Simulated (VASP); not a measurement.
# Cd (Fm-3m) in VASP: notebook

Cd is run at these levels: PBEsol; tasks: single point, relaxation of cell and atoms.

Program: VASP 6.6.1. These are calculated values, not measurements. Logs are shortened: lines on timing, memory, paths and dates and some standing lists are left out, and cuts for length are marked.

### 1 The cell of the first run

It takes space group Fm-3m (No. 225, cubic). The conventional cell has a = 3.830 Å, b = 3.830 Å, c = 3.830 Å, α = 90.00°, β = 90.00°, γ = 90.00°. Cd (site symmetry m-3m) has 12 Cd at 2.71 Å within 3.6 Å.

This isn't the form of Cd at room conditions, which is hcp.

### 2 Single point, PBEsol

The input, INCAR:

```
ALGO = Normal
EDIFF = 1E-6
ENCUT = 500
GGA = PS
GGA_COMPAT = False
ISIF = 2
ISMEAR = 0
LASPH = True
LCHARG = False
LREAL = False
LWAVE = False
NBANDS = 12
NELM = 120
PREC = Accurate
SIGMA = 0.1
```

The input, KPOINTS:

```
k-points
0
Gamma
  8 8 8
```

The input, POSCAR:

```
Cd
1.0
    0.0000000000      1.9151445143      1.9151445143
    1.9151445143      0.0000000000      1.9151445143
    1.9151445143      1.9151445143      0.0000000000
Cd
1
Direct
    0.0000000000      0.0000000000      0.0000000000
```

Potentials or basis: VASP PAW PBE potentials, release 64 (Cd).

Run with:

```sh
> cat potpaw_PBE.64/Cd/POTCAR > POTCAR
> mpirun -np 1 vasp_std > vasp.out
```

OUTCAR:

```text
EDIFF = 1E-6
   ENCUT = 500
   GGA = PS
   ISIF = 2
   ISMEAR = 0
   LASPH = True
   LREAL = False
   NELM = 120
   PREC = Accurate

 ion  position               nearest neighbor table
   1  0.000  0.000  0.000-

  LATTYP: Found a face centered cubic cell.
 ALAT       =     3.8302890286

  Lattice vectors:

 A1 = (   0.0000000000,   1.9151445143,   1.9151445143)
 A2 = (   1.9151445143,   0.0000000000,   1.9151445143)
 A3 = (   1.9151445143,   1.9151445143,   0.0000000000)

Analysis of symmetry for initial positions (statically):
=====================================================================
 Subroutine PRICEL returns:
 Original cell was already a primitive cell.

 Routine SETGRP: Setting up the symmetry group for a
 face centered cubic supercell.

 Subroutine GETGRP returns: Found 48 space group operations
 (whereof 48 operations were pure point group operations)
 out of a pool of 48 trial point group operations.

The static configuration has the point symmetry O_h .

Analysis of symmetry for dynamics (positions and initial velocities):
=====================================================================
 Subroutine PRICEL returns:
 Original cell was already a primitive cell.

 Routine SETGRP: Setting up the symmetry group for a
 face centered cubic supercell.

 Subroutine GETGRP returns: Found 48 space group operations
 (whereof 48 operations were pure point group operations)
 out of a pool of 48 trial point group operations.

The dynamic configuration has the point symmetry O_h .

 Subroutine INISYM returns: Found 48 space group operations
 (whereof 48 operations are pure point group operations),
 and found     1 'primitive' translations

----------------------------------------------------------------------------------------

                                     Primitive cell

  volume of cell :      14.0487

  direct lattice vectors                    reciprocal lattice vectors
     0.000000000  1.915144514  1.915144514    -0.261076904  0.261076904  0.261076904
     1.915144514  0.000000000  1.915144514     0.261076904 -0.261076904  0.261076904
     1.915144514  1.915144514  0.000000000     0.261076904  0.261076904 -0.261076904

  length of vectors
     2.708423346  2.708423346  2.708423346     0.452198462  0.452198462  0.452198462

  position of ions in fractional coordinates (direct lattice)
     0.000000000  0.000000000  0.000000000

  ion indices of the primitive-cell ions
   primitive index   ion index
                 1           1

----------------------------------------------------------------------------------------

 KPOINTS: k-points

Automatic generation of k-mesh.
 Grid dimensions read from file:
 generate k-points for:    8    8    8

 Generating k-lattice:

  Cartesian coordinates                     Fractional coordinates (reciprocal lattice)
    -0.032634613  0.032634613  0.032634613     0.125000000  0.000000000  0.000000000
     0.032634613 -0.032634613  0.032634613     0.000000000  0.125000000  0.000000000
     0.032634613  0.032634613 -0.032634613     0.000000000  0.000000000  0.125000000

  Length of vectors
     0.056524808  0.056524808  0.056524808

  Shift w.r.t. Gamma in fractional coordinates (k-lattice)
     0.000000000  0.000000000  0.000000000

 Subroutine IBZKPT returns following result:
 ===========================================

 Found     29 irreducible k-points:

 Following reciprocal coordinates:
            Coordinates               Weight
  0.000000  0.000000  0.000000      1.000000
  0.125000  0.000000  0.000000      8.000000
  0.250000  0.000000  0.000000      8.000000
  0.375000  0.000000  0.000000      8.000000
  0.500000  0.000000  0.000000      4.000000
  0.125000  0.125000  0.000000      6.000000
[... 16 lines left out ...]
  0.500000  0.250000  0.125000     48.000000
 -0.375000  0.250000  0.125000     24.000000
 [... further k-points ...]
   k-points           NKPTS =     29   k-points in BZ     NKDIM =     29   number of bands    NBANDS=     12
   number of dos      NEDOS =    301   number of ions     NIONS =      1
   total plane-waves  NPLWV =   8000
   dimension x,y,z NGX =    20 NGY =   20 NGZ =   20
   dimension x,y,z NGXF=    40 NGYF=   40 NGZF=   40
   ions per type =               1
   NGX,Y,Z   is equivalent  to a cutoff of  12.28, 12.28, 12.28 a.u.
   NGXF,Y,Z  is equivalent  to a cutoff of  24.55, 24.55, 24.55 a.u.
 SYSTEM =  unknown system
   PREC   = accura    normal or accurate (medium, high low for compatibility)
   ISTART =      0    job   : 0-new  1-cont  2-samecut
   ICHARG =      2    charge: 1-file 2-atom 10-const
   ISPIN  =      1    spin polarized calculation?
   LNONCOLLINEAR =      F non collinear calculations
   LSORBIT =      F    spin-orbit coupling
   LASPH  =      T    aspherical Exc in radial PAW
   ENCUT  =  500.0 eV  36.75 Ry    6.06 a.u.   4.94  4.94  4.94*2*pi/ulx,y,z
   NELM   =    120;   NELMIN=  2; NELMDL= -5     # of ELM steps
   EDIFF  = 0.1E-05   stopping-criterion for ELM
   LREAL  =      F    real-space projection
   EDIFFG = 0.1E-04   stopping-criterion for IOM
   NSW    =      0    number of steps for IOM
   IBRION =     -1    ionic relax: 0-MD 1-quasi-New 2-CG
   NFREE  =      0    steps in history (QN), initial steepest desc. (CG)
   ISIF   =      2    stress and relaxation
   ISYM   =      2    0-nonsym 1-usesym 2-fastsym
   POTIM  = 0.5000    time-step for ionic-motion
   TEBEG  =    0.0;   TEEND  =   0.0 temperature during run
   PSTRESS=    0.0 pullay stress
   NELECT =      12.0000    total number of electrons
   NUPDOWN=      -1.0000    fix difference up-down
   EMIN   =  10.00;   EMAX   =-10.00  energy-range for DOS
   EFERMI =   0.00;   METHOD = LEGACY
   ISMEAR =     0;   SIGMA  =   0.10  broadening in eV -4-tet -1-fermi 0-gaus
   EFERMI_NEDOS =   21; number of points for ismear=-14 and -15
   IALGO  =     38    algorithm
   IMIX   =      4    mixing-type and parameters
     AMIX     =   0.40;   BMIX     =  1.00
     AMIX_MAG =   1.60;   BMIX_MAG =  1.00
  volume/ion in A,a.u.               =      14.05        94.80
  Fermi-wavevector in a.u.,A,eV,Ry     =   1.553306  2.935323 32.827588  2.412760
  Thomas-Fermi vector in A             =   2.657556
   LORBIT       =      0    0 simple, 1 ext, 2 COOP (PROOUT), +10 PAW based schemes
   GGA     = PS    functional components
   LHFCALC =     F    Hartree Fock is set to
   AEXX    =    0.0000 exact exchange contribution
   IVDW    =     0    specifies the selected vdW correction
   LEPSILON=     F    determine dielectric tensor
   LRPA    =     F    only Hartree local field effects (RPA)
 non-spin polarized calculation
 Gauss-broadening in eV      SIGMA  =   0.10
  energy-cutoff  :      500.00
  volume of cell :       14.05
 maximum number of plane-waves:       368
   NGX =  9   NGY =  9   NGZ =  9

 number of electron      12.0000007 magnetization

 Free energy of the ion-electron system (eV)
  ---------------------------------------------------
  ext. energy  EPLUGINS =         0.00000000
  ---------------------------------------------------
  free energy    TOTEN  =        -0.15207782 eV

  energy without entropy =       -0.14948497  energy(sigma->0) =       -0.15078140

 E-fermi :   7.1390     XC(G=0): -13.7121

 val. band max:        7.1241273857   @ k =  -0.3750   0.2500   0.1250
 cond. band min:       7.3869195580   @ k =   0.5000   0.1250   0.0000
 fundamental gap:      0.2627921724
 Fermi energy:         7.1389649586

 k-point     1 :       0.0000    0.0000    0.0000
  band No.  band energies     occupation
      1      -6.0823      2.00000
      2      -4.1462      2.00000
      3      -4.1462      2.00000
      4      -4.1462      2.00000
      5      -3.0086      2.00000
      6      -3.0086      2.00000
      7      21.9408      0.00000
      8      25.9277      0.00000
      9      25.9277      0.00000
     10      25.9277      0.00000
     11      30.6843      0.00000
     12      31.2040      0.00000

 k-point     2 :       0.1250    0.0000    0.0000
  band No.  band energies     occupation
      1      -5.5715      2.00000
      2      -4.1972      2.00000
      3      -4.0127      2.00000
      4      -4.0127      2.00000
      5      -3.0418      2.00000
      6      -3.0418      2.00000
      7      20.8244      0.00000
      8      23.0736      0.00000
      9      25.8085      0.00000
     10      25.8085      0.00000
     11      29.7981      0.00000
     12      31.2604      0.00000

 k-point     3 :       0.2500    0.0000    0.0000
  band No.  band energies     occupation
      1      -5.1977      2.00000
      2      -3.9179      2.00000
      3      -3.9179      2.00000
      4      -3.1042      2.00000
      5      -2.8576      2.00000
      6      -2.8576      2.00000
      7      15.4347      0.00000
      8      22.4041      0.00000
      9      25.3044      0.00000
     10      25.3044      0.00000
     11      29.5926      0.00000
     12      29.8695      0.00000
[... 286 lines left out ...]
 k-point    23 :       0.5000    0.2500    0.1250
  band No.  band energies     occupation
      1      -4.9298      2.00000
      2      -4.4088      2.00000
      3      -3.8849      2.00000
      4      -3.2147      2.00000
      5      -2.4154      2.00000
      6       2.0295      2.00000
      7      11.0790      0.00000
      8      16.2194      0.00000
      9      18.9250      0.00000
     10      25.0649      0.00000
     11      28.8417      0.00000
     12      32.7313      0.00000

 k-point    24 :      -0.3750    0.2500    0.1250
  band No.  band energies     occupation
      1      -4.9800      2.00000
      2      -4.5733      2.00000
      3      -3.4962      2.00000
      4      -3.4518      2.00000
      5      -2.1983      2.00000
      6       5.1063      2.00000
      7       7.1241      1.16620
      8      17.0416      0.00000
      9      17.0923      0.00000
     10      24.4742      0.00000
     11      29.3455      0.00000
     12      34.6952      0.00000

 [... further k-points ...]

------------------------ aborting loop because EDIFF is reached ----------------------------------------

  FORCE on cell =-STRESS in cart. coord.  units (eV):
  Direction    XX          YY          ZZ          XY          YZ          ZX
  --------------------------------------------------------------------------------------
  -------------------------------------------------------------------------------------
  Total        6.4784022      6.4784022      6.4784022      0.0000000      0.0000000      0.0000000
  in kB      738.8288377    738.8288377    738.8288377      0.0000000      0.0000000      0.0000000
  external PRESSURE =     738.8288377 kB  Pullay stress =       0.0000000 kB

 VOLUME and BASIS-vectors are now :
 -----------------------------------------------------------------------------
  energy-cutoff  :      500.00
  volume of cell :       14.05
      direct lattice vectors                 reciprocal lattice vectors
     0.000000000  1.915144514  1.915144514    -0.261076904  0.261076904  0.261076904
     1.915144514  0.000000000  1.915144514     0.261076904 -0.261076904  0.261076904
     1.915144514  1.915144514  0.000000000     0.261076904  0.261076904 -0.261076904

 POSITION                                       TOTAL-FORCE (eV/Angst)
 -----------------------------------------------------------------------------------
      0.00000      0.00000      0.00000        -0.000000     -0.000000     -0.000000
 -----------------------------------------------------------------------------------
    total drift:                               -0.000000     -0.000000     -0.000000

  FREE ENERGIE OF THE ION-ELECTRON SYSTEM (eV)
  ---------------------------------------------------
  free  energy   TOTEN  =        -0.1520778169 eV

  energy  without entropy=       -0.1494849736  energy(sigma->0) =       -0.15078140
```

Wall time 5.4 s (1 thread of AMD EPYC 7R13 (Zen 3), shared host); peak memory 0.09 GiB.

Results:

```yaml
Free_energy: -0.1521 eV
Pressure: 73.9 GPa
Band_gap_on_the_k_mesh: zero (bands 6 and 7 overlap by 2.74 eV)
```

Levels at points of the mesh, in eV from the Fermi level:
```csv
k point,band 2,band 3,band 4,band 5,band 6,band 7,band 8,band 9,band 10,band 11
"(0.00, 0.00, 0.00)",-11.29,-11.29,-11.29,-10.15,-10.15,14.80,18.79,18.79,18.79,23.55
"(0.50, 0.00, 0.00)",-11.30,-11.30,-9.26,-9.26,-4.85,-0.52,13.76,16.61,16.61,21.11
"(0.50, 0.50, 0.00)",-12.90,-9.30,-9.03,-9.03,-2.56,3.19,8.03,8.03,14.56,15.43
```

Caveat: the cell stands under pressure; the PAW data sets were made with another functional, which shifts forces and pressure a little.

(Part 1 of 2 ends here.)
